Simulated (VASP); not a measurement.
# ZnS (F-43m) in VASP: a series of runs

The runs below take ZnS through single point, with PBE.

All numbers are computed with VASP 6.6.1; they aren't measurements. Logs are shortened: lines on timing, memory, paths and dates and some standing lists are left out, and cuts for length are marked.

### Step 1. The cell of the first run

The structure is cubic, space group F-43m (No. 216). The conventional cell has a = 5.370 Å, b = 5.370 Å, c = 5.370 Å, α = 90.00°, β = 90.00°, γ = 90.00°. Zn (site symmetry -43m) has 4 S at 2.33 Å within 3.1 Å. S (site symmetry -43m) has 4 Zn at 2.33 Å within 3.1 Å.

### Step 2. Single point, PBE

Input file INCAR:

```
SYSTEM = ZnS
ALGO = Normal
EDIFF = 1E-6
ENCUT = 500
GGA = PE
GGA_COMPAT = .False.
ISIF = 2
ISMEAR = 0
LASPH = .True.
LCHARG = .True.
LELF = .True.
LREAL = .False.
LVHAR = .True.
LWAVE = .False.
NBANDS = 16
NELM = 120
PREC = Accurate
SIGMA = 0.1
```

Input file KPOINTS:

```
k-points
0
Gamma
  6 6 6
  0 0 0
```

Input file POSCAR:

```
ZnS
1.0
    0.0000000000      2.6850000000      2.6850000000
    2.6850000000      0.0000000000      2.6850000000
    2.6850000000      2.6850000000      0.0000000000
Zn S
1 1
Direct
    0.0000000000      0.0000000000      0.0000000000
    0.2500000000      0.2500000000      0.2500000000
```

Potentials or basis: VASP PAW PBE potentials, release 64 (Zn, S).

Started as:

```console
$ cat potpaw_PBE.64/Zn/POTCAR potpaw_PBE.64/S/POTCAR > POTCAR
$ mpirun -np 1 vasp_std > vasp.out
```

OUTCAR:

```text
SYSTEM = ZnS
   EDIFF = 1E-6
   ENCUT = 500
   GGA = PE
   ISIF = 2
   ISMEAR = 0
   LASPH = .True.
   LREAL = .False.
   NELM = 120
   PREC = Accurate

 ion  position               nearest neighbor table
   1  0.000  0.000  0.000-   2 2.33   2 2.33   2 2.33   2 2.33
   2  0.250  0.250  0.250-   1 2.33   1 2.33   1 2.33   1 2.33

  LATTYP: Found a face centered cubic cell.
 ALAT       =     5.3700000000

  Lattice vectors:

 A1 = (   0.0000000000,   2.6850000000,   2.6850000000)
 A2 = (   2.6850000000,   0.0000000000,   2.6850000000)
 A3 = (   2.6850000000,   2.6850000000,   0.0000000000)

Analysis of symmetry for initial positions (statically):
=====================================================================
 Subroutine PRICEL returns:
 Original cell was already a primitive cell.

 Routine SETGRP: Setting up the symmetry group for a
 face centered cubic supercell.

 Subroutine GETGRP returns: Found 24 space group operations
 (whereof 24 operations were pure point group operations)
 out of a pool of 48 trial point group operations.

The static configuration has the point symmetry T_d .

Analysis of symmetry for dynamics (positions and initial velocities):
=====================================================================
 Subroutine PRICEL returns:
 Original cell was already a primitive cell.

 Routine SETGRP: Setting up the symmetry group for a
 face centered cubic supercell.

 Subroutine GETGRP returns: Found 24 space group operations
 (whereof 24 operations were pure point group operations)
 out of a pool of 48 trial point group operations.

The dynamic configuration has the point symmetry T_d .

 Subroutine INISYM returns: Found 24 space group operations
 (whereof 24 operations are pure point group operations),
 and found     1 'primitive' translations

----------------------------------------------------------------------------------------

                                     Primitive cell

  volume of cell :      38.7135

  direct lattice vectors                    reciprocal lattice vectors
     0.000000000  2.685000000  2.685000000    -0.186219739  0.186219739  0.186219739
     2.685000000  0.000000000  2.685000000     0.186219739 -0.186219739  0.186219739
     2.685000000  2.685000000  0.000000000     0.186219739  0.186219739 -0.186219739

  length of vectors
     3.797163415  3.797163415  3.797163415     0.322542050  0.322542050  0.322542050

  position of ions in fractional coordinates (direct lattice)
     0.000000000  0.000000000  0.000000000
     0.250000000  0.250000000  0.250000000

  ion indices of the primitive-cell ions
   primitive index   ion index
                 1           1
                 2           2

----------------------------------------------------------------------------------------

 KPOINTS: k-points

Automatic generation of k-mesh.
 Grid dimensions read from file:
 generate k-points for:    6    6    6

 Generating k-lattice:

  Cartesian coordinates                     Fractional coordinates (reciprocal lattice)
    -0.031036623  0.031036623  0.031036623     0.166666667  0.000000000  0.000000000
     0.031036623 -0.031036623  0.031036623     0.000000000  0.166666667  0.000000000
     0.031036623  0.031036623 -0.031036623     0.000000000  0.000000000  0.166666667

  Length of vectors
     0.053757008  0.053757008  0.053757008

  Shift w.r.t. Gamma in fractional coordinates (k-lattice)
     0.000000000  0.000000000  0.000000000

 Subroutine IBZKPT returns following result:
 ===========================================

 Found     16 irreducible k-points:

 Following reciprocal coordinates:
            Coordinates               Weight
  0.000000  0.000000  0.000000      1.000000
  0.166667  0.000000  0.000000      8.000000
  0.333333  0.000000  0.000000      8.000000
  0.500000  0.000000  0.000000      4.000000
  0.166667  0.166667  0.000000      6.000000
  0.333333  0.166667  0.000000     24.000000
[... 8 lines left out ...]
 -0.333333  0.333333  0.166667     24.000000
 -0.333333  0.500000  0.166667     12.000000
   k-points           NKPTS =     16   k-points in BZ     NKDIM =     16   number of bands    NBANDS=     16
   number of dos      NEDOS =    301   number of ions     NIONS =      2
   total plane-waves  NPLWV =  21952
   dimension x,y,z NGX =    28 NGY =   28 NGZ =   28
   dimension x,y,z NGXF=    56 NGYF=   56 NGZF=   56
   ions per type =               1   1
   NGX,Y,Z   is equivalent  to a cutoff of  12.26, 12.26, 12.26 a.u.
   NGXF,Y,Z  is equivalent  to a cutoff of  24.52, 24.52, 24.52 a.u.
 SYSTEM =  ZnS
   PREC   = accura    normal or accurate (medium, high low for compatibility)
   ISTART =      0    job   : 0-new  1-cont  2-samecut
   ICHARG =      2    charge: 1-file 2-atom 10-const
   ISPIN  =      1    spin polarized calculation?
   LNONCOLLINEAR =      F non collinear calculations
   LSORBIT =      F    spin-orbit coupling
   LASPH  =      T    aspherical Exc in radial PAW
   ENCUT  =  500.0 eV  36.75 Ry    6.06 a.u.   6.92  6.92  6.92*2*pi/ulx,y,z
   NELM   =    120;   NELMIN=  2; NELMDL= -5     # of ELM steps
   EDIFF  = 0.1E-05   stopping-criterion for ELM
   LREAL  =      F    real-space projection
[... 7 lines left out ...]
   TEBEG  =    0.0;   TEEND  =   0.0 temperature during run
   PSTRESS=    0.0 pullay stress
   NELECT =      18.0000    total number of electrons
   NUPDOWN=      -1.0000    fix difference up-down
   EMIN   =  10.00;   EMAX   =-10.00  energy-range for DOS
   EFERMI =   0.00;   METHOD = LEGACY
   ISMEAR =     0;   SIGMA  =   0.10  broadening in eV -4-tet -1-fermi 0-gaus
   EFERMI_NEDOS =   21; number of points for ismear=-14 and -15
   IALGO  =     38    algorithm
   IMIX   =      4    mixing-type and parameters
     AMIX     =   0.40;   BMIX     =  1.00
     AMIX_MAG =   1.60;   BMIX_MAG =  1.00
  volume/ion in A,a.u.               =      19.36       130.63
  Fermi-wavevector in a.u.,A,eV,Ry     =   1.268269  2.396681 21.885056  1.608506
  Thomas-Fermi vector in A             =   2.401373
   LORBIT       =      0    0 simple, 1 ext, 2 COOP (PROOUT), +10 PAW based schemes
   GGA     = PE    functional components
   LHFCALC =     F    Hartree Fock is set to
   AEXX    =    0.0000 exact exchange contribution
   IVDW    =     0    specifies the selected vdW correction
   LEPSILON=     F    determine dielectric tensor
   LRPA    =     F    only Hartree local field effects (RPA)
 non-spin polarized calculation
 Gauss-broadening in eV      SIGMA  =   0.10
  energy-cutoff  :      500.00
  volume of cell :       38.71
 maximum number of plane-waves:      1002
   NGX = 13   NGY = 13   NGZ = 13

 number of electron      18.0000012 magnetization

 Free energy of the ion-electron system (eV)
  ---------------------------------------------------
  ext. energy  EPLUGINS =         0.00000000
  ---------------------------------------------------
  free energy    TOTEN  =        -6.83217754 eV

  energy without entropy =       -6.83217754  energy(sigma->0) =       -6.83217754

 E-fermi :   2.7171     XC(G=0):  -9.7187

 val. band max:        2.2878528315   @ k =   0.0000   0.0000   0.0000
 cond. band min:       4.4846575497   @ k =   0.0000   0.0000   0.0000
 fundamental gap:      2.1968047182
 Fermi energy:         2.7171287578

 k-point     1 :       0.0000    0.0000    0.0000
  band No.  band energies     occupation
      1     -10.9864      2.00000
      2      -4.1305      2.00000
      3      -4.1305      2.00000
      4      -4.1305      2.00000
      5      -3.6098      2.00000
      6      -3.6098      2.00000
[... 8 lines left out ...]
     15      14.0713      0.00000
     16      14.2640      0.00000

 k-point     2 :       0.1667    0.0000    0.0000
  band No.  band energies     occupation
      1     -10.7771      2.00000
      2      -4.1261      2.00000
      3      -4.0938      2.00000
      4      -4.0938      2.00000
      5      -3.6118      2.00000
      6      -3.6118      2.00000
[... 8 lines left out ...]
     15      13.2750      0.00000
     16      15.0656      0.00000

 k-point     3 :       0.3333    0.0000    0.0000
  band No.  band energies     occupation
      1     -10.3008      2.00000
      2      -4.0327      2.00000
      3      -4.0327      2.00000
      4      -3.9727      2.00000
      5      -3.5974      2.00000
      6      -3.5974      2.00000
[... 8 lines left out ...]
     15      13.9010      0.00000
     16      14.2105      0.00000

 k-point     4 :       0.5000    0.0000    0.0000
  band No.  band energies     occupation
      1     -10.0238      2.00000
      2      -4.0110      2.00000
      3      -4.0110      2.00000
      4      -3.5779      2.00000
      5      -3.5779      2.00000
      6      -3.4020      2.00000
[... 8 lines left out ...]
     15      15.7438      0.00000
     16      15.7438      0.00000

 k-point     5 :       0.1667    0.1667    0.0000
  band No.  band energies     occupation
      1     -10.7071      2.00000
      2      -4.1663      2.00000
      3      -4.0595      2.00000
      4      -4.0595      2.00000
      5      -3.6380      2.00000
      6      -3.5900      2.00000
[... 8 lines left out ...]
     15      14.4269      0.00000
     16      16.4165      0.00000

 k-point     6 :       0.3333    0.1667    0.0000
  band No.  band energies     occupation
      1     -10.3153      2.00000
      2      -4.1250      2.00000
      3      -3.9861      2.00000
      4      -3.9731      2.00000
      5      -3.6303      2.00000
      6      -3.5728      2.00000
[... 8 lines left out ...]
     15      14.8734      0.00000
     16      16.3702      0.00000

 k-point     7 :       0.5000    0.1667    0.0000
  band No.  band energies     occupation
      1      -9.9520      2.00000
      2      -4.0206      2.00000
      3      -3.9543      2.00000
      4      -3.7212      2.00000
      5      -3.5722      2.00000
      6      -3.4509      2.00000
[... 8 lines left out ...]
     15      15.7853      0.00000
     16      16.4052      0.00000

 k-point     8 :      -0.3333    0.1667    0.0000
  band No.  band energies     occupation
      1     -10.0451      2.00000
      2      -4.0075      2.00000
      3      -3.9790      2.00000
      4      -3.7989      2.00000
      5      -3.6127      2.00000
      6      -3.5442      2.00000
[... 8 lines left out ...]
     15      15.4168      0.00000
     16      16.4908      0.00000

 k-point     9 :      -0.1667    0.1667    0.0000
  band No.  band energies     occupation
      1     -10.4747      2.00000
      2      -4.0903      2.00000
      3      -4.0478      2.00000
      4      -4.0317      2.00000
      5      -3.6318      2.00000
      6      -3.5843      2.00000
[... 8 lines left out ...]
     15      14.3158      0.00000
     16      16.7815      0.00000

 k-point    10 :       0.3333    0.3333    0.0000
  band No.  band energies     occupation
      1     -10.0703      2.00000
      2      -4.1918      2.00000
      3      -3.8841      2.00000
      4      -3.8841      2.00000
      5      -3.6228      2.00000
      6      -3.5503      2.00000
[... 8 lines left out ...]
     15      15.3542      0.00000
     16      19.5486      0.00000

 k-point    11 :       0.5000    0.3333    0.0000
  band No.  band energies     occupation
      1      -9.7906      2.00000
      2      -4.1053      2.00000
      3      -3.8333      2.00000
      4      -3.7929      2.00000
      5      -3.5514      2.00000
      6      -3.4235      2.00000
[... 8 lines left out ...]
     15      15.9778      0.00000
     16      17.2709      0.00000

 k-point    12 :      -0.3333    0.3333    0.0000
  band No.  band energies     occupation
      1      -9.7811      2.00000
      2      -4.0225      2.00000
      3      -3.8779      2.00000
      4      -3.6719      2.00000
      5      -3.5942      2.00000
      6      -3.3254      2.00000
[... 8 lines left out ...]
     15      14.0107      0.00000
     16      18.9452      0.00000

 k-point    13 :       0.5000    0.5000    0.0000
  band No.  band energies     occupation
      1      -9.6993      2.00000
      2      -4.1747      2.00000
      3      -3.7725      2.00000
      4      -3.7725      2.00000
      5      -3.5304      2.00000
      6      -3.3865      2.00000
[... 8 lines left out ...]
     15      16.0302      0.00000
     16      16.8944      0.00000

 k-point    14 :       0.5000    0.3333    0.1667
  band No.  band energies     occupation
      1      -9.9697      2.00000
      2      -4.0424      2.00000
      3      -3.9450      2.00000
      4      -3.8257      2.00000
      5      -3.5865      2.00000
      6      -3.5338      2.00000
[... 8 lines left out ...]
     15      16.3404      0.00000
     16      16.9569      0.00000

 k-point    15 :      -0.3333    0.3333    0.1667
  band No.  band energies     occupation
      1      -9.7811      2.00000
      2      -3.9964      2.00000
      3      -3.9014      2.00000
      4      -3.6666      2.00000
      5      -3.6217      2.00000
      6      -3.2853      2.00000
[... 8 lines left out ...]
     15      16.1253      0.00000
     16      16.8061      0.00000

 k-point    16 :      -0.3333    0.5000    0.1667
  band No.  band energies     occupation
      1      -9.6947      2.00000
      2      -4.0447      2.00000
      3      -3.8231      2.00000
      4      -3.7340      2.00000
      5      -3.5862      2.00000
      6      -3.2397      2.00000
[... 8 lines left out ...]
     15      16.2627      0.00000
     16      17.2462      0.00000

------------------------ aborting loop because EDIFF is reached ----------------------------------------

  FORCE on cell =-STRESS in cart. coord.  units (eV):
  Direction    XX          YY          ZZ          XY          YZ          ZX
  --------------------------------------------------------------------------------------
  -------------------------------------------------------------------------------------
  Total        0.7971847      0.7971847      0.7971847      0.0000000      0.0000000     -0.0000000
  in kB       32.9918521     32.9918521     32.9918521      0.0000000      0.0000000     -0.0000000
  external PRESSURE =      32.9918521 kB  Pullay stress =       0.0000000 kB

 VOLUME and BASIS-vectors are now :
 -----------------------------------------------------------------------------
  energy-cutoff  :      500.00
  volume of cell :       38.71
      direct lattice vectors                 reciprocal lattice vectors
     0.000000000  2.685000000  2.685000000    -0.186219739  0.186219739  0.186219739
     2.685000000  0.000000000  2.685000000     0.186219739 -0.186219739  0.186219739
     2.685000000  2.685000000  0.000000000     0.186219739  0.186219739 -0.186219739

 POSITION                                       TOTAL-FORCE (eV/Angst)
 -----------------------------------------------------------------------------------
      0.00000      0.00000      0.00000         0.000000     -0.000000      0.000000
      1.34250      1.34250      1.34250        -0.000000      0.000000     -0.000000
 -----------------------------------------------------------------------------------
    total drift:                                0.000001      0.000001      0.000001

  FREE ENERGIE OF THE ION-ELECTRON SYSTEM (eV)
  ---------------------------------------------------
  free  energy   TOTEN  =        -6.8321775356 eV

  energy  without entropy=       -6.8321775355  energy(sigma->0) =       -6.83217754
```

Run time: 6.2 s. Hardware: 1 thread of Intel Xeon Platinum 8488C (Sapphire Rapids), shared host; peak memory 0.15 GiB.

Results:

```yaml
Free_energy: -6.8322 eV
Pressure: 3.3 GPa
Band_gap_on_the_k_mesh: 2.20 eV
```

Levels at points of the mesh, in eV from the valence-band top:
```tsv
k point	band 5	band 6	band 7	band 8	band 9	band 10	band 11	band 12	band 13	band 14
(0.00, 0.00, 0.00)	-5.90	-5.90	0.00	0.00	0.00	2.20	6.38	6.38	6.38	11.78
(0.50, 0.00, 0.00)	-5.87	-5.69	-5.42	-0.89	-0.89	3.35	6.91	6.91	8.95	12.26
(0.50, 0.50, 0.00)	-5.82	-5.67	-4.63	-2.29	-2.29	3.36	4.07	11.11	12.10	12.10
```

Caveat: the cell stands under pressure.

### Step 3. Single point, PBE

This run uses another cell than the first one, of 20.16 Å³/atom.

Input file INCAR:

```
  ALGO = Normal
  EDIFF = 1E-6
  ENCUT = 500
  GGA = PE
  GGA_COMPAT = False
  ISIF = 2
  ISMEAR = 0
  LASPH = True
  LCHARG = False
  LREAL = False
  LWAVE = False
  NBANDS = 16
  NELM = 120
  PREC = Accurate
  SIGMA = 0.02
```

Input file KPOINTS:

```
k-points
0
Gamma
  8 8 8
```

Input file POSCAR:

```
ZnS
1.0
    0.0000000000      2.7218243425      2.7218243425
    2.7218243425      0.0000000000      2.7218243425
    2.7218243425      2.7218243425      0.0000000000
Zn S
1 1
Direct
    0.0000000000      0.0000000000      0.0000000000
    0.2500000000      0.2500000000      0.2500000000
```

Potentials or basis: VASP PAW PBE potentials, release 64 (Zn, S).

Started as:

```console
$ cat potpaw_PBE.64/Zn/POTCAR potpaw_PBE.64/S/POTCAR > POTCAR
$ mpirun -np 1 vasp_std > vasp.out
```

It took 8.9 s on 1 thread of Intel Xeon Platinum 8488C (Sapphire Rapids), shared host; peak memory 0.16 GiB.

The run converged. Its results:

| Item | Value |
| --- | --- |
| Free energy | -6.8521 eV |
| Pressure | 0.1 GPa |
| Band gap on the k mesh | 2.02 eV |

Levels at points of the mesh, in eV from the valence-band top:
```tsv
k point	band 6	band 7	band 8	band 9	band 10	band 11	band 12	band 13
(0.00, 0.00, 0.00)	-5.78	0.00	0.00	0.00	2.02	6.41	6.41	6.41
(0.50, 0.00, 0.00)	-5.59	-5.15	-0.83	-0.83	3.27	6.94	6.94	8.79
(0.50, 0.50, 0.00)	-5.57	-4.47	-2.14	-2.14	3.46	4.07	10.83	11.82
```

### Step 4. Single point, PBE

This run uses another cell than the first one, of 20.16 Å³/atom.

Input file INCAR:

```
SYSTEM = ZnS
  ALGO = Normal
  EDIFF = 1E-6
  ENCUT = 500
  GGA = PE
  GGA_COMPAT = .FALSE.
  ISIF = 2
  ISMEAR = 0
  LASPH = .TRUE.
  LCHARG = .FALSE.
  LREAL = .FALSE.
  LWAVE = .FALSE.
  NBANDS = 16
  NELM = 120
  PREC = Accurate
  SIGMA = 0.02
```

Input file KPOINTS:

```
k-points
0
G
  10 10 10
  0 0 0
```

POSCAR is that of step 3.

Started as:

```console
$ cat potpaw_PBE.64/Zn/POTCAR potpaw_PBE.64/S/POTCAR > POTCAR
$ mpirun -np 1 vasp_std > vasp.out
```

Run time: 13 s. Hardware: 1 thread of Intel Xeon Platinum 8488C (Sapphire Rapids), shared host; peak memory 0.17 GiB.

It converged, with:

| Quantity | Value |
| --- | --- |
| Free energy | -6.8524 eV |
| Pressure | 0.1 GPa |
| Band gap on the k mesh | 2.02 eV |

Levels at points of the mesh, in eV from the valence-band top:
```csv
k point,band 6,band 7,band 8,band 9,band 10,band 11,band 12,band 13
"(0.00, 0.00, 0.00)",-5.78,0.00,0.00,0.00,2.02,6.41,6.41,6.41
"(0.50, 0.00, 0.00)",-5.59,-5.15,-0.83,-0.83,3.27,6.94,6.94,8.79
"(0.50, 0.50, 0.00)",-5.57,-4.47,-2.14,-2.14,3.46,4.07,10.83,11.82
```

### Step 5. Overview

| cell | k mesh | smearing | gap on the mesh (eV) | pressure (GPa) |
| --- | --- | --- | --- | --- |
| a = 3.797 Å, angles 60.0°, 2 atoms | 6 × 6 × 6 | gaussian 0.1 eV | 2.20 | 3.3 |
| a = 3.849 Å, angles 60.0°, 2 atoms | 8 × 8 × 8 | gaussian 0.02 eV | 2.02 | 0.1 |
| a = 3.849 Å, angles 60.0°, 2 atoms | 10 × 10 × 10 | gaussian 0.02 eV | 2.02 | 0.1 |

Alike in all rows: task single point; level PBE; potentials or basis VASP PAW PBE potentials, release 64 (Zn, S); no spin polarisation; cutoff (eV) 500.

Caveats: the cell stands under pressure (at least some runs).

Absolute energies hang on the potentials; compare differences alone.
